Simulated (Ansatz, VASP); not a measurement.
**Two plane-wave programs on TiO2**

```xyz
3
Lattice="1.5066 0.8698 4.8624 -1.5066 0.8698 4.8624 0.0000 -1.7397 4.8624" Properties=species:S:1:pos:R:3 pbc="T T T"
Ti    0.0000    0.0000    0.0000
O     0.0000    0.0000    8.5985
O     0.0000    0.0000    5.9885
```

Alike in both runs: task relaxation of cell and atoms; functional PBE; dispersion D3(BJ); k mesh 6 × 6 × 6; occupations gaussian, width 0.1 eV; collinear spin.

|  | VASP | Ansatz |
| --- | --- | --- |
| version | VASP 6.6.1 | Ansatz 0.2.0 |
| potentials or method | VASP PAW PBE potentials, release 64 (Ti_sv, O), cutoff 600 eV | scalar-relativistic, plane waves, PAW |
| valence electrons in the cell | 24 | 24 |

|  | VASP | Ansatz | Ansatz less VASP |
| --- | --- | --- | --- |
| gap on the k mesh at the Fermi level, each at its own relaxed structure (eV) | 2.45 | 2.50 | +0.052 |
| net moment per atom (μB) | 0.00 | 0.00 | 0.000 |
| relaxed volume (Å³/atom) | 12.25 | 12.40 | +0.148 |
| relaxed cell length with the largest relative difference (Å) | 5.100 | 5.150 | +0.0502 |

Ansatz's warnings: seeded moment not kept.
